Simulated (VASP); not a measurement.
# V: relaxation of cell and atoms with PBEsol+U

Crystal: V.

```
V
1.0
    -1.56323    1.56323    1.56323
     1.56323   -1.56323    1.56323
     1.56323    1.56323   -1.56323
V
1
Direct
  0.00000 0.00000 0.00000
```

```yaml
Program: VASP 6.6.1
Task: relaxation of cell and atoms
Functional: PBEsol
Potentials_or_basis: VASP PAW PBE potentials, release 64 (V_sv)
Cutoff: 700 eV
k_mesh: 16 × 16 × 16
Occupations: fermi-dirac, width 0.02 eV
Spin: collinear spin, ferromagnetic start
Starting_moments: "[2.0] μB"
Hubbard_terms: V d U = 6 eV
Tolerance_level: standard
Purpose: cell
Passes: 3
Further_INCAR_settings: ALGO = Normal; EDIFF = 1e-07
```

- Relaxed volume: 21.77 Å³/atom
- Relaxed cell: a = 3.047 Å, b = 3.047 Å, c = 3.047 Å, α = 109.47°, β = 109.47°, γ = 109.47°
- Space group after relaxing (to 0.1 Å): Im-3m (No. 229)
- Energy gained by relaxing: 466.8 meV/atom
- Ionic steps: 10
- Pressure after relaxing: 0.0 GPa
- Band gap on the k mesh: zero (filled and empty bands overlap)
- Net moment: 3.00 μB per cell
- Site moments: V +2.66 μB
- Valence electrons inside the program's atomic spheres: V 11.25

The path:
| step | energy change (eV) | largest force (eV/Å) | pressure (GPa) | volume (Å³) |
| --- | --- | --- | --- | --- |
| 1 | 0.0000 | 0.0000 | 28.73 | 15.28 |
| 2 | -0.4611 | 0.0000 | -0.90 | 22.18 |
| 3 | -0.4621 | 0.0000 | 0.21 | 21.71 |
| 4 | -0.4621 | 0.0000 | -0.13 | 21.85 |
| 5 | -0.4622 | 0.0000 | -0.01 | 21.79 |
| 6 | -0.4668 | 0.0000 | -0.05 | 21.79 |
| 7 | -0.4668 | 0.0000 | -0.01 | 21.77 |
| 8 | -0.4668 | 0.0000 | 0.01 | 21.76 |
| 9 | -0.4668 | 0.0000 | 0.02 | 21.76 |
| 10 | -0.4668 | 0.0000 | 0.01 | 21.77 |

Final structure:
```
V
1.0
    -1.75912    1.75912    1.75912
     1.75912   -1.75912    1.75912
     1.75912    1.75912   -1.75912
V
1
Direct
  0.00000 0.00000 0.00000
```

Levels at points of the mesh, in eV from the Fermi level:
Spin up:
```
           k point  band 5  band 6  band 7  band 8  band 9  band 10  band 11
(0.00, 0.00, 0.00)   -7.08   -3.51   -3.51   -3.51    2.30     2.31    14.99
(0.50, 0.00, 0.00)   -4.60   -4.19   -1.73   -1.03    0.89     2.51     3.75
(0.50, 0.50, 0.50)   -1.91   -1.91   -1.91   -1.31   -1.31     4.84     4.84
```
Spin down:
| k point | band 3 | band 4 | band 5 | band 6 | band 7 | band 8 |
| --- | --- | --- | --- | --- | --- | --- |
| (0.00, 0.00, 0.00) | -36.73 | -36.73 | -6.09 | 3.74 | 3.74 | 3.74 |
| (0.50, 0.00, 0.00) | -36.80 | -36.73 | -1.03 | -0.15 | 2.46 | 4.25 |
| (0.50, 0.50, 0.50) | -36.88 | -36.88 | -0.02 | -0.02 | 6.00 | 6.00 |

Wall time 3.7 min on 2 MPI ranks on AMD EPYC 9R45 96-Core Processor (Zen 5), with other jobs on the host, peak memory 0.21 GiB a rank.

Caveat: the electronic state changed during the relaxation; the volume moved by over 15 % at a fixed basis, so the end points are rough; the PAW data sets were made with another functional, which shifts forces and pressure a little; the U is typed as a test and isn't derived for this compound. The state reached can hang on the start; a lower one may exist.
